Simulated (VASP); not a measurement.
# Nb2Cu4Rh7Au3 (P1) in VASP: notebook

Runs on Nb2Cu4Rh7Au3. Level: PBEsol. Tasks: single point.

Program: VASP 6.6.1. These are calculated values, not measurements. Logs are shortened: lines on timing, memory, paths and dates and some standing lists are left out, and cuts for length are marked.

## Step 1: The cell of the first run

The typed cell holds 16 atoms: a = 6.708 Å, b = 6.665 Å, c = 6.725 Å, α = 108.50°, β = 111.98°, γ = 109.32°.

## Step 2: Single point, PBEsol

INCAR reads:

```
SYSTEM = Nb2Cu4Rh7Au3
ALGO     = Fast           ! electronic algorithm
EDIFF    = 1E-7           ! SCF threshold, eV
ENCUT    = 520            ! plane-wave cutoff, eV
GGA      = PS             ! functional
ISIF     = 2              ! what is computed and relaxed
ISMEAR   = 0              ! smearing method
ISYM     = 0            
LASPH    = .TRUE.         ! aspherical terms in the spheres
LCHARG   = .FALSE.        ! write CHGCAR
LREAL    = Auto         
LWAVE    = .FALSE.        ! write WAVECAR
NBANDS   = 118            ! bands
NELM     = 80             ! most SCF steps
PREC     = Accurate       ! precision mode
SIGMA    = 0.1            ! smearing width, eV
```

KPOINTS reads:

```
k-points
0
G
  3 3 3
  0 0 0
```

POSCAR reads:

```
Nb2Cu4Rh7Au3
1.0
   -3.9810740218      3.8847342621     -3.7489267841
    3.8858689963      3.8494490711      3.8088466186
    3.9368499150     -3.9446540966     -3.7646225118
Cu Nb Rh Au
4 2 7 3
Direct
    0.2531976106      0.0053650806      0.7621370433
    0.5067183228      0.0168451297      0.4970124697
    0.2390086025      0.2415440079      0.4953571559
    0.5049639006      0.2537230319      0.2550359438
    0.5166171406      0.7579812834      0.7424988197
    0.2304089471      0.7379687342      0.9966724726
    0.9924377020      0.2492839234      0.7491888098
    0.7402230784      0.4937442844      0.7441718474
    1.0220025772      0.5011399710      0.5171471540
    0.7234819016      0.0002084888      0.2361691837
    1.0164178790      1.0096771336      1.0105941221
    0.2443050237      0.4955655925      0.2548964971
    0.7411896851      0.2289920111      0.9750851681
    0.7539955770      0.7470463914      0.4985902102
    0.0173311111      0.7660109230      0.2699462668
    0.4911020667      0.4808665020      0.9846300164
```

Potentials or basis: VASP PAW PBE potentials, release 64 (Cu, Nb_sv, Rh_pv, Au).

The run is started by

```sh
cat potpaw_PBE.64/Cu/POTCAR potpaw_PBE.64/Nb_sv/POTCAR potpaw_PBE.64/Rh_pv/POTCAR potpaw_PBE.64/Au/POTCAR > POTCAR
mpirun -np 1 vasp_std > vasp.out
```

OUTCAR:

```text
SYSTEM = Nb2Cu4Rh7Au3
   EDIFF = 1E-7
   ENCUT = 520
   GGA = PS
   ISIF = 2
   ISMEAR = 0
   ISYM = 0
   LASPH = .TRUE.
   LREAL = Auto
   NELM = 80
   PREC = Accurate

 ion  position               nearest neighbor table
   1  0.253  0.005  0.762-  16 2.59  13 2.63   4 2.66  15 2.66  14 2.67  11 2.70   3 2.73   6 2.73
                             9 2.75   7 2.75   5 2.80
   2  0.507  0.017  0.497-  13 2.58   8 2.59   7 2.60   4 2.60  15 2.63  10 2.66   3 2.69   6 2.70
                             5 2.74  14 2.82  12 2.84
   3  0.239  0.242  0.495-  15 2.59   9 2.61  11 2.62  16 2.64   8 2.68  12 2.69   2 2.69   1 2.73
                            10 2.76   7 2.79   5 2.81
   4  0.505  0.254  0.255-  10 2.58   2 2.60  11 2.61   8 2.64   1 2.66  14 2.68  16 2.71  12 2.74
                             9 2.77   6 2.80  13 2.88
   5  0.517  0.758  0.742-  13 2.56  12 2.63   9 2.66   8 2.66  11 2.67  14 2.68  10 2.69   2 2.74
                             1 2.80   3 2.81  16 2.83   6 3.01
   6  0.230  0.738  0.997-   9 2.60   8 2.62  10 2.64   7 2.66  11 2.66   2 2.70  15 2.72  12 2.72
                             1 2.73   4 2.80  16 2.83   5 3.01
   7  0.992  0.249  0.749-   2 2.60   9 2.64   6 2.66  13 2.66  16 2.67   8 2.71  11 2.72  12 2.73
                            14 2.73   1 2.75  10 2.76   3 2.79
   8  0.740  0.494  0.744-   2 2.59   6 2.62   4 2.64   5 2.66   3 2.68  13 2.70   7 2.71  14 2.71
                            16 2.73  11 2.80  15 2.83   9 2.84
   9  0.022  0.501  0.517-   6 2.60   3 2.61   7 2.64   5 2.66  12 2.70  10 2.73   1 2.75   4 2.77
                            15 2.78  14 2.80   8 2.84  13 2.92
  10  0.723  0.000  0.236-   4 2.58   6 2.64   2 2.66  13 2.68   5 2.69   9 2.73   3 2.76   7 2.76
                            14 2.80  16 2.83  15 2.88  11 2.89
  11  0.016  0.010  0.011-   4 2.61   3 2.62  12 2.64   6 2.66   5 2.67  13 2.70   1 2.70   7 2.72
                            15 2.73  14 2.76   8 2.80  10 2.89
  12  0.244  0.496  0.255-   5 2.63  11 2.64   3 2.69  13 2.69   9 2.70  15 2.72   6 2.72   7 2.73
                            14 2.73   4 2.74   2 2.84  16 2.88
  13  0.741  0.229  0.975-   5 2.56   2 2.58   1 2.63   7 2.66  10 2.68  12 2.69   8 2.70  11 2.70
                            16 2.74   4 2.88   9 2.92  15 2.92
  14  0.754  0.747  0.499-   1 2.67   4 2.68   5 2.68   8 2.71  12 2.73   7 2.73  15 2.74  11 2.76
                            16 2.77   9 2.80  10 2.80   2 2.82
  15  0.017  0.766  0.270-   3 2.59   2 2.63   1 2.66   6 2.72  12 2.72  11 2.73  14 2.74   9 2.78
                            16 2.82   8 2.83  10 2.88  13 2.92
  16  0.491  0.481  0.985-   1 2.59   3 2.64   7 2.67   4 2.71   8 2.73  13 2.74  14 2.77  15 2.82
                             5 2.83   6 2.83  10 2.83  12 2.88

IMPORTANT INFORMATION: All symmetrisations will be switched off!
NOSYMM: (Re-)initialisation of all symmetry stuff for point group C_1.

----------------------------------------------------------------------------------------

                                     Primitive cell

  volume of cell :     227.2378

  direct lattice vectors                    reciprocal lattice vectors
    -3.981074022  3.884734262 -3.748926784     0.002344944  0.130364285 -0.134146336
     3.885868996  3.849449071  3.808846619     0.129436138  0.130903436 -0.001805792
     3.936849915 -3.944654097 -3.764622512     0.128621494  0.002620436 -0.133870844

  length of vectors
     6.707798647  6.665249326  6.725434250     0.187071069  0.184099659  0.185665717

  position of ions in fractional coordinates (direct lattice)
     0.253197611  0.005365081  0.762137043
     0.506718323  0.016845130  0.497012470
     0.239008603  0.241544008  0.495357156
     0.504963901  0.253723032  0.255035944
     0.516617141  0.757981283  0.742498820
     0.230408947  0.737968734  0.996672473
[... 8 lines left out ...]
     0.017331111  0.766010923  0.269946267
     0.491102067  0.480866502  0.984630016

  ion indices of the primitive-cell ions
   primitive index   ion index
                 1           1
                 2           2
                 3           3
                 4           4
                 5           5
                 6           6
[... 8 lines left out ...]
                15          15
                16          16

----------------------------------------------------------------------------------------

 KPOINTS: k-points

Automatic generation of k-mesh.
 Grid dimensions read from file:
 generate k-points for:    3    3    3

 Generating k-lattice:

  Cartesian coordinates                     Fractional coordinates (reciprocal lattice)
     0.000781648  0.043454762 -0.044715445     0.333333333 -0.000000000  0.000000000
     0.043145379  0.043634479 -0.000601931    -0.000000000  0.333333333 -0.000000000
     0.042873831  0.000873479 -0.044623615    -0.000000000  0.000000000  0.333333333

  Length of vectors
     0.062357023  0.061366553  0.061888572

  Shift w.r.t. Gamma in fractional coordinates (k-lattice)
     0.000000000  0.000000000  0.000000000

 Subroutine IBZKPT returns following result:
 ===========================================

 Found     14 irreducible k-points:

 Following reciprocal coordinates:
            Coordinates               Weight
  0.000000  0.000000  0.000000      1.000000
  0.333333 -0.000000 -0.000000      2.000000
  0.000000  0.333333  0.000000      2.000000
  0.333333  0.333333 -0.000000      2.000000
 -0.333333  0.333333 -0.000000      2.000000
  0.000000 -0.000000  0.333333      2.000000
  0.333333  0.000000  0.333333      2.000000
 -0.333333  0.000000  0.333333      2.000000
  0.000000  0.333333  0.333333      2.000000
  0.333333  0.333333  0.333333      2.000000
 -0.333333  0.333333  0.333333      2.000000
  0.000000 -0.333333  0.333333      2.000000
  0.333333 -0.333333  0.333333      2.000000
 -0.333333 -0.333333  0.333333      2.000000
   k-points           NKPTS =     14   k-points in BZ     NKDIM =     14   number of bands    NBANDS=    118
   number of dos      NEDOS =    301   number of ions     NIONS =     16
   total plane-waves  NPLWV = 125000
   dimension x,y,z NGX =    50 NGY =   50 NGZ =   50
   dimension x,y,z NGXF=   100 NGYF=  100 NGZF=  100
   ions per type =               4   2   7   3
   NGX,Y,Z   is equivalent  to a cutoff of  12.39, 12.47, 12.36 a.u.
   NGXF,Y,Z  is equivalent  to a cutoff of  24.78, 24.94, 24.72 a.u.
 SYSTEM =  Nb2Cu4Rh7Au3
   PREC   = accura    normal or accurate (medium, high low for compatibility)
   ISTART =      0    job   : 0-new  1-cont  2-samecut
   ICHARG =      2    charge: 1-file 2-atom 10-const
   ISPIN  =      1    spin polarized calculation?
   LNONCOLLINEAR =      F non collinear calculations
   LSORBIT =      F    spin-orbit coupling
   LASPH  =      T    aspherical Exc in radial PAW
   ENCUT  =  520.0 eV  38.22 Ry    6.18 a.u.  12.47 12.39 12.50*2*pi/ulx,y,z
   NELM   =     80;   NELMIN=  2; NELMDL= -5     # of ELM steps
   EDIFF  = 0.1E-06   stopping-criterion for ELM
   LREAL  =      T    real-space projection
   EDIFFG = 0.1E-05   stopping-criterion for IOM
   NSW    =      0    number of steps for IOM
   IBRION =     -1    ionic relax: 0-MD 1-quasi-New 2-CG
   NFREE  =      0    steps in history (QN), initial steepest desc. (CG)
   ISIF   =      2    stress and relaxation
   ISYM   =      0    0-nonsym 1-usesym 2-fastsym
   POTIM  = 0.5000    time-step for ionic-motion
   TEBEG  =    0.0;   TEEND  =   0.0 temperature during run
   PSTRESS=    0.0 pullay stress
   NELECT =     208.0000    total number of electrons
   NUPDOWN=      -1.0000    fix difference up-down
   EMIN   =  10.00;   EMAX   =-10.00  energy-range for DOS
   EFERMI =   0.00;   METHOD = LEGACY
   ISMEAR =     0;   SIGMA  =   0.10  broadening in eV -4-tet -1-fermi 0-gaus
   EFERMI_NEDOS =   21; number of points for ismear=-14 and -15
   IALGO  =     68    algorithm
   IMIX   =      4    mixing-type and parameters
     AMIX     =   0.40;   BMIX     =  1.00
     AMIX_MAG =   1.60;   BMIX_MAG =  1.00
  volume/ion in A,a.u.               =      14.20        95.84
  Fermi-wavevector in a.u.,A,eV,Ry     =   1.589531  3.003779 34.376617  2.526610
  Thomas-Fermi vector in A             =   2.688366
   LORBIT       =      0    0 simple, 1 ext, 2 COOP (PROOUT), +10 PAW based schemes
   GGA     = PS    functional components
   LHFCALC =     F    Hartree Fock is set to
   AEXX    =    0.0000 exact exchange contribution
   IVDW    =     0    specifies the selected vdW correction
   LEPSILON=     F    determine dielectric tensor
   LRPA    =     F    only Hartree local field effects (RPA)
 non-spin polarized calculation
 RMM-DIIS sequential band-by-band and
 Gauss-broadening in eV      SIGMA  =   0.10
  energy-cutoff  :      520.00
  volume of cell :      227.24
 maximum number of plane-waves:      6139
 NGX is ok and might be reduce to    50
   NGX = 25   NGY = 25   NGZ = 25

 number of electron     208.0000014 magnetization

 Free energy of the ion-electron system (eV)
  ---------------------------------------------------
  ext. energy  EPLUGINS =         0.00000000
  ---------------------------------------------------
  free energy    TOTEN  =      -109.38868475 eV

  energy without entropy =     -109.32887596  energy(sigma->0) =     -109.35878035

 E-fermi :  10.4096     XC(G=0): -13.4848

 val. band max:       10.3778246816   @ k =  -0.3333  -0.3333   0.3333
 cond. band min:      10.4117262852   @ k =   0.0000   0.0000   0.0000
 fundamental gap:      0.0339016036
 Fermi energy:        10.4095514604

 k-point     1 :       0.0000    0.0000    0.0000
  band No.  band energies     occupation
      1     -44.7602      2.00000
      2     -44.7068      2.00000
      3     -36.0178      2.00000
      4     -35.9671      2.00000
      5     -35.9518      2.00000
      6     -35.9068      2.00000
[... 108 lines left out ...]
    115      12.9083      0.00000
    116      13.0804      0.00000

 k-point     2 :       0.3333   -0.0000   -0.0000
  band No.  band energies     occupation
      1     -44.7606      2.00000
      2     -44.7064      2.00000
      3     -36.0174      2.00000
      4     -35.9685      2.00000
      5     -35.9492      2.00000
      6     -35.9101      2.00000
[... 1420 lines left out ...]
 k-point    14 :      -0.3333   -0.3333    0.3333
  band No.  band energies     occupation
      1     -44.7608      2.00000
      2     -44.7063      2.00000
      3     -36.0337      2.00000
      4     -35.9597      2.00000
      5     -35.9576      2.00000
      6     -35.9048      2.00000
[... 108 lines left out ...]
    115      12.4488      0.00000
    116      12.6672      0.00000
 [bands above 116 left out]

------------------------ aborting loop because EDIFF is reached ----------------------------------------

  FORCE on cell =-STRESS in cart. coord.  units (eV):
  Direction    XX          YY          ZZ          XY          YZ          ZX
  --------------------------------------------------------------------------------------
  -------------------------------------------------------------------------------------
  Total        0.1600501      0.1249064      0.0317916      0.0897042     -0.0273217     -0.0278078
  in kB        1.1284596      0.8806730      0.2241520      0.6324739     -0.1926361     -0.1960633
  external PRESSURE =       0.7444282 kB  Pullay stress =       0.0000000 kB

 VOLUME and BASIS-vectors are now :
 -----------------------------------------------------------------------------
  energy-cutoff  :      520.00
  volume of cell :      227.24
      direct lattice vectors                 reciprocal lattice vectors
    -3.981074022  3.884734262 -3.748926784     0.002344944  0.130364285 -0.134146336
     3.885868996  3.849449071  3.808846619     0.129436138  0.130903436 -0.001805792
     3.936849915 -3.944654097 -3.764622512     0.128621494  0.002620436 -0.133870844

 POSITION                                       TOTAL-FORCE (eV/Angst)
 -----------------------------------------------------------------------------------
      2.01327     -2.00211     -3.79794         0.001390     -0.011434      0.006331
      0.00484      0.07277     -3.70655        -0.004301      0.001120      0.004552
      1.93724     -0.09572     -1.84085         0.012582     -0.007080      0.008338
     -0.02033      1.93232     -1.88679        -0.008523      0.001251      0.004249
      3.81183      1.99583     -1.84495        -0.003166     -0.009574     -0.020483
      5.87412     -0.19568     -1.80507        -0.003340     -0.018021     -0.005087
[... 8 lines left out ...]
      3.97036      1.95120      1.83640        -0.016728     -0.015625     -0.002441
      3.78981     -0.12515     -3.71632         0.013269      0.020041     -0.005529
 -----------------------------------------------------------------------------------
    total drift:                                0.006899     -0.000257      0.002037

  FREE ENERGIE OF THE ION-ELECTRON SYSTEM (eV)
  ---------------------------------------------------
  free  energy   TOTEN  =      -109.3886847507 eV

  energy  without entropy=     -109.3288759551  energy(sigma->0) =     -109.35878035
```

Wall time 37 min (1 thread of AMD EPYC 9755, shared host); peak memory 0.46 GiB.

Results:

```yaml
Free_energy: -109.3887 eV
Pressure: 0.1 GPa
Largest_force: 0.031 eV/Å
Band_gap_on_the_k_mesh: zero (bands 104 and 105 overlap by 0.32 eV)
```

Forces in eV/Å, atoms in the order of the input:
```
Cu   0.001 -0.011  0.006
Cu  -0.004  0.001  0.005
Cu   0.013 -0.007  0.008
Cu  -0.009  0.001  0.004
Nb  -0.003 -0.010 -0.020
Nb  -0.003 -0.018 -0.005
Rh   0.003  0.001  0.002
Rh   0.015  0.007 -0.009
Rh   0.011  0.003  0.014
Rh  -0.014 -0.003 -0.004
Rh  -0.003 -0.007  0.002
Rh   0.000  0.003  0.007
Rh   0.011  0.029  0.000
Au  -0.013  0.006 -0.002
Au  -0.017 -0.016 -0.002
Au   0.013  0.020 -0.006
```

Caveat: the k points lie up to 0.39 Å⁻¹ apart; the PAW data sets were made with another functional, which shifts forces and pressure a little; spin-orbit coupling is left out, which moves the levels of the heavy elements.

## Step 3: Single point, PBEsol

INCAR reads:

```
SYSTEM = Nb2Cu4Rh7Au3
PREC = Accurate ; ENCUT = 520
EDIFF = 1E-7 ; ISMEAR = 0
SIGMA = 0.1 ; LREAL = Auto
LASPH = .True. ; NELM = 60
ALGO = Fast ; ISIF = 2
LWAVE = .False. ; LCHARG = .True.
GGA = PS ; LELF = .True.
LVHAR = .True. ; ISYM = 0
NBANDS = 118
```

KPOINTS reads:

```
regular mesh
0
Gamma
  3 3 3
  0 0 0
```

POSCAR reads:

```
Nb2Cu4Rh7Au3
1.0
   -3.8882430838      3.7789674973     -3.8164908888
    3.8681819339      3.7886068559      3.8461913972
    3.9291514437     -3.8086680058     -3.8870997571
Cu Nb Rh Au
4 2 7 3
Direct
    0.0080507539      0.2508549143      0.7641100020
    0.5106559320      0.7556187380      0.7573914289
    0.7427766213     -0.0021974115      0.2459882368
    0.2521460896      0.4968151579      0.2446931209
    0.9890447041      0.5059251557      0.5260492356
    1.0042738237      0.7607837975      0.2288967058
    0.2439863020      0.9800695755      0.7414142790
    0.4825809091     -0.0054567900      0.4900443224
    0.7537153579      0.4904786879      0.7488159945
    0.5056565013      0.2433704476      0.2447985042
    0.0050169923     -0.0062606942      0.0048761500
    0.5049438655      0.5090368609      0.0080204308
    0.2592152478      0.7496994281     -0.0009184374
    0.2464706311      0.2654801485      0.5087760753
    0.7383156823      0.7598904972      0.4986142383
    0.7573852291      0.2469311319      0.0036874994
```

Potentials or basis: VASP PAW PBE potentials, release 64 (Cu, Nb_sv, Rh_pv, Au).

The run is started by

```sh
cat potpaw_PBE.64/Cu/POTCAR potpaw_PBE.64/Nb_sv/POTCAR potpaw_PBE.64/Rh_pv/POTCAR potpaw_PBE.64/Au/POTCAR > POTCAR
mpirun -np 1 vasp_std > vasp.out
```

It took 50 min on 1 thread of AMD EPYC 9755, shared host; peak memory 0.48 GiB.

Results (log left out):

```
Free energy            : -109.2012 eV
Pressure               : 0.0 GPa
Largest force          : 0.040 eV/Å
Band gap on the k mesh : zero (bands 104 and 105 overlap by 0.50 eV)
```

Forces in eV/Å, atoms in the order of the input:
```
Cu  -0.005 -0.005 -0.013
Cu  -0.016  0.005 -0.003
Cu  -0.004  0.012 -0.011
Cu  -0.001 -0.010 -0.007
Nb  -0.014  0.021  0.028
Nb   0.009 -0.031 -0.024
Rh   0.007  0.005  0.000
Rh   0.016  0.025  0.005
Rh   0.009 -0.036  0.002
Rh   0.002 -0.003  0.019
Rh   0.003  0.019  0.021
Rh  -0.014 -0.006 -0.010
Rh  -0.005 -0.002 -0.002
Au  -0.001 -0.006 -0.002
Au   0.000  0.008  0.000
Au   0.013  0.003 -0.003
```

Levels at points of the mesh, in eV from the Fermi level:
```
           k point  band 100  band 101  band 102  band 103  band 104  band 105  band 106  band 107  band 108  band 109
(0.00, 0.00, 0.00)     -0.52     -0.36     -0.12     -0.09      0.32      0.35      0.55      0.85      0.89      1.13
```

Caveat: the k points lie up to 0.38 Å⁻¹ apart; the PAW data sets were made with another functional, which shifts forces and pressure a little; spin-orbit coupling is left out, which moves the levels of the heavy elements.

(Continued in part 2 of 2.)

The gap in the log of VASP goes by the Fermi energy; the results here count the filled bands.